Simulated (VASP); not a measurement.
Runs of VASP 6.6.1 on KCl (Sylvite). The structure is cubic, space group Fm-3m (No. 225). The conventional cell has a = 6.290 Å, b = 6.290 Å, c = 6.290 Å, α = 90.00°, β = 90.00°, γ = 90.00°. K (site symmetry m-3m) has 6 Cl at 3.14 Å within 4.1 Å. Within 4.1 Å of Cl (site symmetry m-3m) lie 6 K at 3.14 Å. 

```tsv
level	smearing	gap on the mesh (eV)	pressure (GPa)
r2SCAN	methfessel-paxton 0.001 eV	5.84	0.0
r2SCAN	gaussian 0.01 eV	5.84	0.0
PBEsol	gaussian 0.01 eV	5.03	(a)
r2SCAN	fermi-dirac 0.05 eV	5.84	0.0
```

Alike in all rows: task single point; potentials or basis VASP PAW PBE potentials, release 64 (K_sv, Cl); no spin polarisation; cell as given; k mesh 6 × 6 × 6; cutoff (eV) 520.

Q: Fill in the values left out.

A: (a) -0.3.

Caveats: the PAW data sets were made with another functional, which shifts forces and pressure a little.

